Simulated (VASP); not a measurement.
Runs of VASP 6.6.1 on NaCl. The structure is that of space group I4/mmm (No. 139), or close to it. The cells are those of the table. 

| cell | gap on the mesh (eV) | pressure (GPa) |
| --- | --- | --- |
| a = 3.923, b = 3.923, c = 4.228 Å, angles 57.4, 57.4, 65.2°, 2 atoms | (a) | 0.9 |
| a = 4.369, b = 4.369, c = 3.568 Å, angles 65.9, 65.9, 48.2°, 2 atoms | (c) | 5.7 |
| a = 3.901, b = 3.901, c = 4.350 Å, angles 56.1, 56.1, 67.8°, 2 atoms | 5.76 | 4.1 |
| a = 4.163, b = 4.163, c = 3.769 Å, angles 63.1, 63.1, 53.8°, 2 atoms | 5.87 | 1.0 |
| a = 3.893, b = 3.893, c = 4.495 Å, angles 54.7, 54.7, 70.5°, 2 atoms | (b) | 9.9 |

Alike in all rows: task single point; level r2SCAN; potentials or basis VASP PAW PBE potentials, release 64 (Na_pv, Cl); no spin polarisation; k mesh 8 × 8 × 8; cutoff (eV) 520; smearing gaussian 0.05 eV.

Task: Fill in the values left out.

Result: (a) 5.81; (b) 5.70; (c) 5.74.

Caveats: the PAW data sets were made with another functional, which shifts forces and pressure a little; the cell stands under pressure (at least some runs).

A k mesh can miss the band edges.
